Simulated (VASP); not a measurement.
NaI: vibrations by perturbation theory with LDA

The system is NaI.

```
Na I
1.0
     0.00000    3.13109    3.13109
     3.13109    0.00000    3.13109
     3.13109    3.13109    0.00000
Na I
1 1
Direct
  0.00000 0.00000 0.00000
  0.50000 0.50000 0.50000
```

* Program: VASP 6.6.1
* Task: vibrations by perturbation theory
* Functional: LDA
* Potentials or basis: VASP PAW LDA potentials, release 64 (Na_pv, I)
* Cutoff: 520 eV
* k mesh: 6 × 6 × 6
* Occupations: gaussian, width 0.01 eV
* Spin: no spin polarisation
* Dipole correction: no
* Further INCAR settings: ALGO = Normal; EDIFF = 1e-08; IBRION = 8; NSW = 1

| Item | Value |
| --- | --- |
| Highest phonon frequency at Γ, LO-TO splitting left out | 131 cm⁻¹ |

Phonon frequencies in cm⁻¹ (negative: imaginary):
| q point | frequencies |
| --- | --- |
| (0.000, 0.000, 0.000) | 0 0 0 131 131 131 |

Wall time 61 s on 1 thread of Intel(R) Xeon(R) Platinum 8259CL CPU @ 2.50GHz (Skylake/Cascade Lake), with other jobs on the host, peak memory 0.23 GiB.
